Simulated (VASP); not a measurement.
Here is a VASP 6.6.1 calculation.

INCAR

```
SYSTEM = CoSi2
  PREC = Accurate
  ENCUT = 520
  EDIFF = 1E-7
  ISMEAR = 0
  SIGMA = 0.15
  LREAL = .False.
  LASPH = .True.
  NELM = 100
  ALGO = Normal
  ISIF = 2
  LWAVE = .False.
  LCHARG = .False.
  GGA = PE
  NBANDS = 16
```

Contents of KPOINTS:

```
regular mesh
0
Gamma
  14 14 14
  0 0 0
```

The input POSCAR:

```
CoSi2
1.0
    0.0000000000      2.6066888915      2.6066888915
    2.6066888915      0.0000000000      2.6066888915
    2.6066888915      2.6066888915      0.0000000000
Co Si
1 2
Direct
    0.0000000000      0.0000000000      0.0000000000
    0.2500000000      0.2500000000      0.2500000000
    0.7500000000      0.7500000000      0.7500000000
```

Potentials or basis: VASP PAW PBE potentials, release 64 (Co, Si).

The run is started by

```bash
$ cat potpaw_PBE.64/Co/POTCAR potpaw_PBE.64/Si/POTCAR > POTCAR
$ mpirun -np 1 vasp_std > vasp.out
```

Predict the band gap on the k mesh.

zero (an odd number of electrons rules out a gap without spin polarisation).

What does it give for the pressure?

17.8 GPa.

Caveat: the cell stands under pressure; the run has no spin polarisation, though such a crystal can be magnetic. Spin polarisation is off, so any magnetic state and its effect on volume and gap are missing.
